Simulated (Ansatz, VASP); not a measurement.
## One calculation of SiO2, two programs

```
Si O
1.0
     3.92149    0.00000    0.00000
     0.00000    3.92149    0.00000
     0.00000    0.00000    2.70112
Si O
2 4
Direct
  0.50000 0.50000 0.50000
  0.00000 0.00000 0.00000
  0.69443 0.69443 0.00000
  0.19443 0.80557 0.50000
  0.30557 0.30557 0.00000
  0.80557 0.19443 0.50000
```

Alike in both runs: task single point; functional LDA; k mesh 6 × 6 × 10; occupations gaussian, width 0.05 eV; no spin polarisation.

```csv
,VASP,Ansatz
version,VASP 6.6.1,Ansatz 0.2.0
potentials or method,"VASP PAW LDA potentials, release 64 (Si, O), cutoff 520 eV","scalar-relativistic, plane waves, PAW"
valence electrons in the cell,32,32
```

Ansatz gave:

```
gap on the k mesh at the Fermi level (eV) : 5.80
least direct gap on the mesh (eV)         : 5.80
rms of the force components (eV/Å)        : 0.356
```

**Question.** Estimate VASP's values.

**Answer.** gap on the k mesh at the Fermi level (eV): 5.74; least direct gap on the mesh (eV): 5.74; rms of the force components (eV/Å): 0.358.

Ansatz warns that its potentials were made for another functional, while VASP's fit it. LDA's correlation is that of Perdew and Zunger in VASP and of Perdew and Wang (1992) in Ansatz. Atom by atom the forces differ by 0.002 eV/Å (rms over components).
